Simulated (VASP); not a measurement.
Input of a VASP 6.6.1 run:

Contents of INCAR:

```
SYSTEM = Sb
  PREC = Accurate
  ENCUT = 500
  EDIFF = 1E-6
  ISMEAR = 0
  SIGMA = 0.1
  LREAL = .FALSE.
  LASPH = .TRUE.
  NELM = 120
  ALGO = Normal
  ISIF = 2
  LWAVE = .FALSE.
  LCHARG = .TRUE.
  GGA = PS
  LELF = .TRUE.
  LVHAR = .TRUE.
  NBANDS = 8
  GGA_COMPAT = .FALSE.
```

KPOINTS

```
Automatic mesh
0
G
  6 6 6
  0 0 0
```

File POSCAR:

```
Sb
1.0
    3.0616480552      0.0000000000      0.0000000000
    0.0000000000      3.0616480552      0.0000000000
    0.0000000000      0.0000000000      3.0616480552
Sb
1
Direct
    0.0000000000      0.0000000000      0.0000000000
```

Potentials or basis: VASP PAW PBE potentials, release 64 (Sb).

The run is started by

```console
$ cat potpaw_PBE.64/Sb/POTCAR > POTCAR
$ mpirun -np 1 vasp_std > vasp.out
```

(1) Predict the pressure.

## Answers

(1) 0.2 GPa.

Caveat: the PAW data sets were made with another functional, which shifts forces and pressure a little.
